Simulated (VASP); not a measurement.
# Al3Os (I4/mmm) in VASP: further runs

The runs below take Al3Os through single point, with PBE.

Everything below comes from runs of VASP 6.6.1. Logs are shortened: lines on timing, memory, paths and dates and some standing lists are left out, and cuts for length are marked.

**1. The cell of the first run**

Symmetry: I4/mmm, No. 139, tetragonal system. Conventional cell: a = 3.745 Å, b = 3.745 Å, c = 8.366 Å, α = 90.00°, β = 90.00°, γ = 90.00°. Within 3.5 Å of Al (site symmetry 4/mmm) lie 4 Os at 2.65 Å and 8 Al at 2.81 Å. Within 3.5 Å of Al (site symmetry -4m2) lie 8 Al at 2.65 to 2.81 Å and 4 Os at 2.81 Å. Within 3.5 Å of Os (site symmetry 4/mmm) lie 12 Al at 2.65 to 2.81 Å.

**2. Single point, PBE**

Contents of INCAR:

```
PREC     = Accurate       # precision mode
ENCUT    = 520            # plane-wave cutoff, eV
EDIFF    = 1E-7           # SCF threshold, eV
ISMEAR   = 0              # smearing method
SIGMA    = 0.1            # smearing width, eV
LREAL    = False          # projectors in reciprocal space
LASPH    = True           # aspherical terms in the spheres
NELM     = 80             # most SCF steps
ALGO     = Fast           # electronic algorithm
ISIF     = 2              # what is computed and relaxed
LWAVE    = False          # write WAVECAR
LCHARG   = True           # write CHGCAR
GGA      = PE             # functional
LELF     = True           # ELF
LVHAR    = True         
NBANDS   = 16             # bands
```

Contents of KPOINTS:

```
Automatic mesh
0
Gamma
  6 6 6
```

Contents of POSCAR:

```
Al3Os
1.0
   -1.8725153904      1.8725153904      4.1827616513
    1.8725153904     -1.8725153904      4.1827616513
    1.8725153904      1.8725153904     -4.1827616513
Al Os
3 1
Direct
    0.5000000000      0.5000000000      0.0000000000
    0.2500000000      0.7500000000      0.5000000000
    0.7500000000      0.2500000000      0.5000000000
    0.0000000000      0.0000000000      0.0000000000
```

Potentials or basis: VASP PAW PBE potentials, release 64 (Al, Os).

Launch:

```
$ cat potpaw_PBE.64/Al/POTCAR potpaw_PBE.64/Os/POTCAR > POTCAR
$ mpirun -np 1 vasp_std > vasp.out
```

OUTCAR:

```text
PREC = Accurate
   ENCUT = 520
   EDIFF = 1E-7
   ISMEAR = 0
   LREAL = False
   LASPH = True
   NELM = 80
   ISIF = 2
   GGA = PE

 ion  position               nearest neighbor table
   1  0.500  0.500  0.000-   4 2.65   4 2.65   4 2.65   4 2.65   2 2.81   2 2.81   3 2.81   3 2.81
                             3 2.81   2 2.81   3 2.81   2 2.81
   2  0.250  0.750  0.500-   3 2.65   3 2.65   3 2.65   3 2.65   4 2.81   4 2.81   1 2.81   1 2.81
                             4 2.81   1 2.81   4 2.81   1 2.81
   3  0.750  0.250  0.500-   2 2.65   2 2.65   2 2.65   2 2.65   1 2.81   1 2.81   4 2.81   4 2.81
                             4 2.81   1 2.81   4 2.81   1 2.81
   4  0.000  0.000  0.000-   1 2.65   1 2.65   1 2.65   1 2.65   3 2.81   3 2.81   2 2.81   2 2.81
                             3 2.81   2 2.81   3 2.81   2 2.81

  LATTYP: Found a body centered tetragonal cell.
 ALAT       =     3.7450307808
 C/A-ratio  =     2.2337662338

  Lattice vectors:

 A1 = (  -1.8725153904,   1.8725153904,   4.1827616513)
 A2 = (   1.8725153904,  -1.8725153904,   4.1827616513)
 A3 = (   1.8725153904,   1.8725153904,  -4.1827616513)

Analysis of symmetry for initial positions (statically):
=====================================================================
 Subroutine PRICEL returns:
 Original cell was already a primitive cell.

 Routine SETGRP: Setting up the symmetry group for a
 body centered tetragonal supercell.

 Subroutine GETGRP returns: Found 16 space group operations
 (whereof 16 operations were pure point group operations)
 out of a pool of 16 trial point group operations.

The static configuration has the point symmetry D_4h.

Analysis of symmetry for dynamics (positions and initial velocities):
=====================================================================
 Subroutine PRICEL returns:
 Original cell was already a primitive cell.

 Routine SETGRP: Setting up the symmetry group for a
 body centered tetragonal supercell.

 Subroutine GETGRP returns: Found 16 space group operations
 (whereof 16 operations were pure point group operations)
 out of a pool of 16 trial point group operations.

The dynamic configuration has the point symmetry D_4h.

 Subroutine INISYM returns: Found 16 space group operations
 (whereof 16 operations are pure point group operations),
 and found     1 'primitive' translations

----------------------------------------------------------------------------------------

                                     Primitive cell

  volume of cell :      58.6643

  direct lattice vectors                    reciprocal lattice vectors
    -1.872515390  1.872515390  4.182761651     0.000000000  0.267020502  0.119538248
     1.872515390 -1.872515390  4.182761651     0.267020502  0.000000000  0.119538248
     1.872515390  1.872515390 -4.182761651     0.267020502  0.267020502  0.000000000

  length of vectors
     4.950567928  4.950567928  4.950567928     0.292556561  0.292556561  0.377624016

  position of ions in fractional coordinates (direct lattice)
     0.500000000  0.500000000  0.000000000
     0.250000000  0.750000000  0.500000000
     0.750000000  0.250000000  0.500000000
     0.000000000  0.000000000  0.000000000

  ion indices of the primitive-cell ions
   primitive index   ion index
                 1           1
                 2           2
                 3           3
                 4           4

----------------------------------------------------------------------------------------

 KPOINTS: Automatic mesh

Automatic generation of k-mesh.
 Grid dimensions read from file:
 generate k-points for:    6    6    6

 Generating k-lattice:

  Cartesian coordinates                     Fractional coordinates (reciprocal lattice)
     0.000000000  0.044503417  0.019923041     0.166666667  0.000000000  0.000000000
     0.044503417  0.000000000  0.019923041     0.000000000  0.166666667  0.000000000
     0.044503417  0.044503417  0.000000000     0.000000000  0.000000000  0.166666667

  Length of vectors
     0.048759427  0.048759427  0.062937336

  Shift w.r.t. Gamma in fractional coordinates (k-lattice)
     0.000000000  0.000000000  0.000000000

 Subroutine IBZKPT returns following result:
 ===========================================

 Found     30 irreducible k-points:

 Following reciprocal coordinates:
            Coordinates               Weight
  0.000000  0.000000  0.000000      1.000000
  0.166667 -0.000000  0.000000      8.000000
  0.333333 -0.000000  0.000000      8.000000
  0.500000  0.000000  0.000000      4.000000
  0.166667  0.166667  0.000000      8.000000
  0.333333  0.166667  0.000000     16.000000
[... 16 lines left out ...]
 -0.333333 -0.333333  0.166667      8.000000
 -0.166667 -0.333333  0.166667      8.000000
 [... further k-points ...]
   k-points           NKPTS =     30   k-points in BZ     NKDIM =     30   number of bands    NBANDS=     16
   number of dos      NEDOS =    301   number of ions     NIONS =      4
   total plane-waves  NPLWV =  64000
   dimension x,y,z NGX =    40 NGY =   40 NGZ =   40
   dimension x,y,z NGXF=    80 NGYF=   80 NGZF=   80
   ions per type =               3   1
   NGX,Y,Z   is equivalent  to a cutoff of  13.43, 13.43, 13.43 a.u.
   NGXF,Y,Z  is equivalent  to a cutoff of  26.86, 26.86, 26.86 a.u.
 SYSTEM =  unknown system
   PREC   = accura    normal or accurate (medium, high low for compatibility)
   ISTART =      0    job   : 0-new  1-cont  2-samecut
   ICHARG =      2    charge: 1-file 2-atom 10-const
   ISPIN  =      1    spin polarized calculation?
   LNONCOLLINEAR =      F non collinear calculations
   LSORBIT =      F    spin-orbit coupling
   LASPH  =      T    aspherical Exc in radial PAW
   ENCUT  =  520.0 eV  38.22 Ry    6.18 a.u.   9.20  9.20  9.20*2*pi/ulx,y,z
   NELM   =     80;   NELMIN=  2; NELMDL= -5     # of ELM steps
   EDIFF  = 0.1E-06   stopping-criterion for ELM
   LREAL  =      F    real-space projection
   EDIFFG = 0.1E-05   stopping-criterion for IOM
   NSW    =      0    number of steps for IOM
   IBRION =     -1    ionic relax: 0-MD 1-quasi-New 2-CG
   NFREE  =      0    steps in history (QN), initial steepest desc. (CG)
   ISIF   =      2    stress and relaxation
   ISYM   =      2    0-nonsym 1-usesym 2-fastsym
   POTIM  = 0.5000    time-step for ionic-motion
   TEBEG  =    0.0;   TEEND  =   0.0 temperature during run
   PSTRESS=    0.0 pullay stress
   NELECT =      17.0000    total number of electrons
   NUPDOWN=      -1.0000    fix difference up-down
   EMIN   =  10.00;   EMAX   =-10.00  energy-range for DOS
   EFERMI =   0.00;   METHOD = LEGACY
   ISMEAR =     0;   SIGMA  =   0.10  broadening in eV -4-tet -1-fermi 0-gaus
   EFERMI_NEDOS =   21; number of points for ismear=-14 and -15
   IALGO  =     68    algorithm
   IMIX   =      4    mixing-type and parameters
     AMIX     =   0.40;   BMIX     =  1.00
     AMIX_MAG =   1.60;   BMIX_MAG =  1.00
  volume/ion in A,a.u.               =      14.67        98.97
  Fermi-wavevector in a.u.,A,eV,Ry     =   1.083344  2.047224 15.968272  1.173635
  Thomas-Fermi vector in A             =   2.219408
   LORBIT       =      0    0 simple, 1 ext, 2 COOP (PROOUT), +10 PAW based schemes
   GGA     = PE    functional components
   LHFCALC =     F    Hartree Fock is set to
   AEXX    =    0.0000 exact exchange contribution
   IVDW    =     0    specifies the selected vdW correction
   LEPSILON=     F    determine dielectric tensor
   LRPA    =     F    only Hartree local field effects (RPA)
 non-spin polarized calculation
 RMM-DIIS sequential band-by-band and
 Gauss-broadening in eV      SIGMA  =   0.10
  energy-cutoff  :      520.00
  volume of cell :       58.66
 maximum number of plane-waves:      1604
 NGX is ok and might be reduce to    40
   NGX = 19   NGY = 19   NGZ = 19

 number of electron      17.0000000 magnetization

 Free energy of the ion-electron system (eV)
  ---------------------------------------------------
  ext. energy  EPLUGINS =         0.00000000
  ---------------------------------------------------
  free energy    TOTEN  =       -23.38035605 eV

  energy without entropy =      -23.36915554  energy(sigma->0) =      -23.37475580

 E-fermi :   9.1254     XC(G=0): -11.4040

 val. band max:        9.1244464191   @ k =   0.5000   0.1667   0.0000
 cond. band min:       9.2016517448   @ k =   0.3333   0.1667   0.1667
 fundamental gap:      0.0772053257
 Fermi energy:         9.1254088321

 k-point     1 :       0.0000    0.0000    0.0000
  band No.  band energies     occupation
      1      -2.5633      2.00000
      2       4.2701      2.00000
      3       5.2480      2.00000
      4       5.6137      2.00000
      5       5.6841      2.00000
      6       5.6841      2.00000
[... 8 lines left out ...]
     15      14.4944      0.00000
     16      16.6228      0.00000

 k-point     2 :       0.1667   -0.0000    0.0000
  band No.  band energies     occupation
      1      -2.1808      2.00000
      2       3.8857      2.00000
      3       4.7472      2.00000
      4       5.2573      2.00000
      5       5.8751      2.00000
      6       6.4114      2.00000
[... 8 lines left out ...]
     15      15.1909      0.00000
     16      15.4633      0.00000

 k-point     3 :       0.3333   -0.0000    0.0000
  band No.  band energies     occupation
      1      -1.0707      2.00000
      2       2.5842      2.00000
      3       3.9031      2.00000
      4       5.2908      2.00000
      5       5.9346      2.00000
      6       6.3292      2.00000
[... 8 lines left out ...]
     15      14.5161      0.00000
     16      16.1875      0.00000

 k-point     4 :       0.5000    0.0000    0.0000
  band No.  band energies     occupation
      1       0.5249      2.00000
      2       0.7619      2.00000
      3       3.5498      2.00000
      4       5.3723      2.00000
      5       5.7221      2.00000
      6       6.1488      2.00000
[... 8 lines left out ...]
     15      15.3231      0.00000
     16      16.6693      0.00000
[... 324 lines left out ...]
 k-point    22 :      -0.1667    0.5000    0.1667
  band No.  band energies     occupation
      1      -0.3784      2.00000
      2       2.0151      2.00000
      3       2.5822      2.00000
      4       5.9046      2.00000
      5       5.9426      2.00000
      6       6.1732      2.00000
[... 8 lines left out ...]
     15      16.1486      0.00000
     16      16.4060      0.00000

 k-point    23 :      -0.3333   -0.3333    0.1667
  band No.  band energies     occupation
      1      -0.9534      2.00000
      2       1.7594      2.00000
      3       4.3479      2.00000
      4       4.7842      2.00000
      5       6.1532      2.00000
      6       6.5105      2.00000
[... 8 lines left out ...]
     15      15.2094      0.00000
     16      15.9543      0.00000

 k-point    24 :      -0.1667   -0.3333    0.1667
  band No.  band energies     occupation
      1      -1.6778      2.00000
      2       2.3278      2.00000
      3       4.4425      2.00000
      4       5.8047      2.00000
      5       6.1029      2.00000
      6       6.3573      2.00000
[... 8 lines left out ...]
     15      15.8579      0.00000
     16      15.9153      0.00000

 [... further k-points ...]
[... 5 lines left out ...]
  --------------------------------------------------------------------------------------
  -------------------------------------------------------------------------------------
  Total        2.2634469      2.2634469     -5.1770021      0.0000000      0.0000000      0.0000000
  in kB       61.8168686     61.8168686   -141.3888037      0.0000000      0.0000000      0.0000000
  external PRESSURE =      -5.9183555 kB  Pullay stress =       0.0000000 kB

 VOLUME and BASIS-vectors are now :
 -----------------------------------------------------------------------------
  energy-cutoff  :      520.00
  volume of cell :       58.66
      direct lattice vectors                 reciprocal lattice vectors
    -1.872515390  1.872515390  4.182761651     0.000000000  0.267020502  0.119538248
     1.872515390 -1.872515390  4.182761651     0.267020502  0.000000000  0.119538248
     1.872515390  1.872515390 -4.182761651     0.267020502  0.267020502  0.000000000

 POSITION                                       TOTAL-FORCE (eV/Angst)
 -----------------------------------------------------------------------------------
      0.00000      0.00000      4.18276        -0.000000      0.000000      0.000000
      1.87252      0.00000      2.09138         0.000000     -0.000000      0.000000
      0.00000      1.87252      2.09138        -0.000000      0.000000     -0.000000
      0.00000      0.00000      0.00000        -0.000000      0.000000      0.000000
 -----------------------------------------------------------------------------------
    total drift:                               -0.000000     -0.000000      0.000000

  FREE ENERGIE OF THE ION-ELECTRON SYSTEM (eV)
  ---------------------------------------------------
  free  energy   TOTEN  =       -23.3803560461 eV

  energy  without entropy=      -23.3691555442  energy(sigma->0) =      -23.37475580
```

Run time: 97 s. Hardware: 1 thread of AMD EPYC 7R43 (Zen 3), shared host; peak memory 0.21 GiB.

What came out:

| Property | Result |
| --- | --- |
| Free energy | -23.3804 eV |
| Pressure | -0.6 GPa |
| Band gap on the k mesh | zero (an odd number of electrons rules out a gap without spin polarisation) |

Levels at points of the mesh, in eV from the Fermi level:
```tsv
k point	band 5	band 6	band 7	band 8	band 9	band 10	band 11	band 12
(0.00, 0.00, 0.00)	-3.44	-3.44	-1.85	1.11	1.11	1.29	2.09	2.17
(0.50, 0.00, 0.00)	-3.40	-2.98	-2.24	-0.70	0.95	1.32	2.53	3.95
(0.50, 0.50, 0.00)	-4.45	-3.51	-3.51	-0.95	-0.47	1.07	1.81	1.94
(0.50, 0.50, 0.50)	-2.12	-2.12	-1.75	-1.75	-1.74	1.66	4.66	5.69
```

Caveat: spin-orbit coupling is left out, which moves the levels of the heavy elements.

**3. Single point, PBE**

This run uses another cell than the first one, of 14.52 Å³/atom.

Contents of INCAR:

```
ALGO = Fast
EDIFF = 1E-6
ENCUT = 520
GGA = PE
ISIF = 2
ISMEAR = 0
LASPH = T
LCHARG = F
LREAL = F
LWAVE = F
NBANDS = 16
NELM = 80
PREC = Accurate
SIGMA = 0.1
```

Contents of KPOINTS:

```
k-points
0
Gamma
  18 18 18
```

Contents of POSCAR:

```
Al3Os
1.0
   -1.9429717435      1.9429717435      3.8463059772
    1.9429717435     -1.9429717435      3.8463059772
    1.9429717435      1.9429717435     -3.8463059772
Al Os
3 1
Direct
    0.5000000000      0.5000000000      0.0000000000
    0.2500000000      0.7500000000      0.5000000000
    0.7500000000      0.2500000000      0.5000000000
    0.0000000000      0.0000000000      0.0000000000
```

Potentials or basis: VASP PAW PBE potentials, release 64 (Al, Os).

Launch:

```
$ cat potpaw_PBE.64/Al/POTCAR potpaw_PBE.64/Os/POTCAR > POTCAR
$ mpirun -np 1 vasp_std > vasp.out
```

OUTCAR:

```text
EDIFF = 1E-6
   ENCUT = 520
   GGA = PE
   ISIF = 2
   ISMEAR = 0
   LASPH = T
   LREAL = F
   NELM = 80
   PREC = Accurate

 ion  position               nearest neighbor table
   1  0.500  0.500  0.000-   2 2.73   3 2.73   2 2.73   3 2.73   2 2.73   3 2.73   2 2.73   3 2.73
                             4 2.75   4 2.75   4 2.75   4 2.75
   2  0.250  0.750  0.500-   4 2.73   1 2.73   1 2.73   4 2.73   1 2.73   4 2.73   4 2.73   1 2.73
                             3 2.75   3 2.75   3 2.75   3 2.75
   3  0.750  0.250  0.500-   1 2.73   4 2.73   1 2.73   4 2.73   1 2.73   4 2.73   1 2.73   4 2.73
                             2 2.75   2 2.75   2 2.75   2 2.75
   4  0.000  0.000  0.000-   3 2.73   2 2.73   2 2.73   3 2.73   2 2.73   3 2.73   3 2.73   2 2.73
                             1 2.75   1 2.75   1 2.75   1 2.75

  LATTYP: Found a body centered tetragonal cell.
 ALAT       =     3.8859434870
 C/A-ratio  =     1.9795995439

  Lattice vectors:

 A1 = (  -1.9429717435,   1.9429717435,   3.8463059772)
 A2 = (   1.9429717435,  -1.9429717435,   3.8463059772)
 A3 = (   1.9429717435,   1.9429717435,  -3.8463059772)

[... 175 lines left out ...]
  free energy    TOTEN  =       -23.68083983 eV

  energy without entropy =      -23.67340709  energy(sigma->0) =      -23.67712346

 E-fermi :   9.1468     XC(G=0): -11.4478

 val. band max:        9.1431367339   @ k =  -0.3333   0.4444   0.1667
 cond. band min:       9.1486929760   @ k =   0.2222   0.2222   0.2222
 fundamental gap:      0.0055562421
 Fermi energy:         9.1467943500

 k-point     1 :       0.0000    0.0000    0.0000
  band No.  band energies     occupation
      1      -2.5164      2.00000
      2       5.1313      2.00000
      3       5.2417      2.00000
      4       5.3922      2.00000
      5       5.3922      2.00000
      6       6.7206      2.00000
[... 433 lines left out ...]
      3       4.8841      2.00000
      4       5.4112      2.00000
      5       5.6603      2.00000
      6       6.4087      2.00000
[... 8 lines left out ...]
     15      14.5020      0.00000
     16      15.2436      0.00000

 [... further k-points ...]
[... 5 lines left out ...]
  --------------------------------------------------------------------------------------
  -------------------------------------------------------------------------------------
  Total       -0.0111835     -0.0111835     -0.0176280      0.0000000      0.0000000      0.0000000
  in kB       -0.3084961     -0.3084961     -0.4862690      0.0000000      0.0000000      0.0000000
  external PRESSURE =      -0.3677537 kB  Pullay stress =       0.0000000 kB

 VOLUME and BASIS-vectors are now :
 -----------------------------------------------------------------------------
  energy-cutoff  :      520.00
  volume of cell :       58.08
      direct lattice vectors                 reciprocal lattice vectors
    -1.942971744  1.942971744  3.846305977     0.000000000  0.257337762  0.129994858
     1.942971744 -1.942971744  3.846305977     0.257337762  0.000000000  0.129994858
     1.942971744  1.942971744 -3.846305977     0.257337762  0.257337762  0.000000000

 POSITION                                       TOTAL-FORCE (eV/Angst)
 -----------------------------------------------------------------------------------
      0.00000      0.00000      3.84631        -0.000000      0.000000      0.000000
      1.94297      0.00000      1.92315         0.000000      0.000000     -0.000000
      0.00000      1.94297      1.92315        -0.000000     -0.000000      0.000000
      0.00000      0.00000      0.00000        -0.000000      0.000000      0.000000
 -----------------------------------------------------------------------------------
    total drift:                               -0.000000      0.000000      0.000000

  FREE ENERGIE OF THE ION-ELECTRON SYSTEM (eV)
  ---------------------------------------------------
  free  energy   TOTEN  =       -23.6808398313 eV

  energy  without entropy=      -23.6734070875  energy(sigma->0) =      -23.67712346
```

Run time: 15 min. Hardware: 1 thread of AMD EPYC 7R43 (Zen 3), shared host; peak memory 0.52 GiB.

What came out:

- Free energy: -23.6808 eV
- Pressure: 0.0 GPa
- Band gap on the k mesh: zero (an odd number of electrons rules out a gap without spin polarisation)

Caveat: spin-orbit coupling is left out, which moves the levels of the heavy elements.
